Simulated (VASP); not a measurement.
Runs of VASP 6.6.1 on TePb (zincblende type). The structure is that of space group F-43m (No. 216), or close to it. The cells are those of the table. 

```csv
cell,gap on the mesh (eV),pressure (GPa)
"a = 4.780 Å, angles 60.0°, 2 atoms",0.04,(b)
"a = 4.437 Å, angles 60.0°, 2 atoms",none,(a)
"a = 4.219 Å, angles 60.0°, 2 atoms",none,52.9
"a = 4.615 Å, angles 60.0°, 2 atoms",none,17.2
```

Alike in all rows: task single point; level r2SCAN; potentials or basis VASP PAW PBE potentials, release 64 (Pb_d, Te); no spin polarisation; k mesh 12 × 12 × 12; cutoff (eV) 520; smearing fermi-dirac 0.05 eV.

Q: Estimate the missing entries.

A: (a) 29.1; (b) 9.5.

Caveats: the PAW data sets were made with another functional, which shifts forces and pressure a little; spin-orbit coupling is left out, which moves the levels of the heavy elements.

A k mesh can miss the band edges, and the runs leave out spin-orbit coupling on Pb, Te.

A gap of «none» marks levels without a gap at the run's occupations.
